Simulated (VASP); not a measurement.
Input of a VASP 6.6.1 run:

The input INCAR:

```
PREC = Accurate
ENCUT = 520
EDIFF = 1E-7
ISMEAR = 0
SIGMA = 0.1
LREAL = F
LASPH = T
NELM = 60
ALGO = Normal
ISIF = 2
LWAVE = F
LCHARG = F
GGA = PE
NBANDS = 18
```

KPOINTS

```
regular mesh
0
Gamma
  6 6 4
```

Contents of POSCAR:

```
PtS2
1.0
    3.5431994758      0.0000000000      0.0000000000
   -1.7715997379      3.0685007567      0.0000000000
    0.0000000000      0.0000000000      5.0388000000
Pt S
1 2
Direct
    0.0000000000      0.0000000000      0.0000000000
    0.3333333333      0.6666666667      0.2500000000
    0.6666666667      0.3333333333      0.7500000000
```

Potentials or basis: VASP PAW PBE potentials, release 64 (Pt, S).

The run is started by

```sh
$ cat potpaw_PBE.64/Pt/POTCAR potpaw_PBE.64/S/POTCAR > POTCAR
$ mpirun -np 1 vasp_std > vasp.out
```

(1) What does it give for the largest force?

(2) What does it give for the pressure?

(3) Estimate the band gap on the k mesh.

Answers

(1) 0.373 eV/Å.

(2) 2.0 GPa.

(3) 0.56 eV, indirect (least direct gap 1.31 eV).

Caveat: spin-orbit coupling is left out, which moves the levels of the heavy elements.
